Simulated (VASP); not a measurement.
The system is Zn.

```
Zn
1.0
     2.66480    0.00000    0.00000
    -1.33240    2.30778    0.00000
     0.00000    0.00000    4.94670
Zn
2
Direct
  0.33333 0.66667 0.25000
  0.66667 0.33333 0.75000
```

```yaml
Program: VASP 6.6.1
Task: relaxation of cell and atoms
Functional: LDA
Potentials_or_basis: VASP PAW LDA potentials, release 64 (Zn)
Cutoff: 600 eV
k_mesh: 13 × 13 × 7
Occupations: fermi-dirac, width 0.1 eV
Spin: no spin polarisation
```

At the start: pressure -8.5 GPa; volume 15.21 Å³/atom.

Problem. How do energy, volume and symmetry change on relaxing?

Solution. Over 7 steps the energy falls by 46.3 meV/atom and the volume is 13.63 Å³/atom (-10.4 %); space group P6_3/mmc (No. 194, to 0.05 Å).

Step by step:
```
step  energy change (eV)  largest force (eV/Å)  pressure (GPa)  volume (Å³)
   1              0.0000                0.0000           -8.53        30.42
   2             -0.0871                0.0000            1.37        26.99
   3             -0.0901                0.0000            0.07        27.40
   4             -0.0901                0.0000           -0.13        27.47
   5             -0.0915                0.0000           -0.10        27.39
   6             -0.0925                0.0000           -0.02        27.28
   7             -0.0926                0.0000           -0.01        27.25
```

Final structure:
```yaml
crystal:
  lattice:
    - [2.57670, 0.00000, 0.00000]
    - [-1.28835, 2.23149, 0.00000]
    - [0.00000, 0.00000, 4.73950]
  atoms:
    - { symbol: Zn, position: [0.33333, 0.66667, 0.25000] }
    - { symbol: Zn, position: [0.66667, 0.33333, 0.75000] }
```

Caveat: the volume moved by -10 % from the deposited cell, more than functionals usually miss.
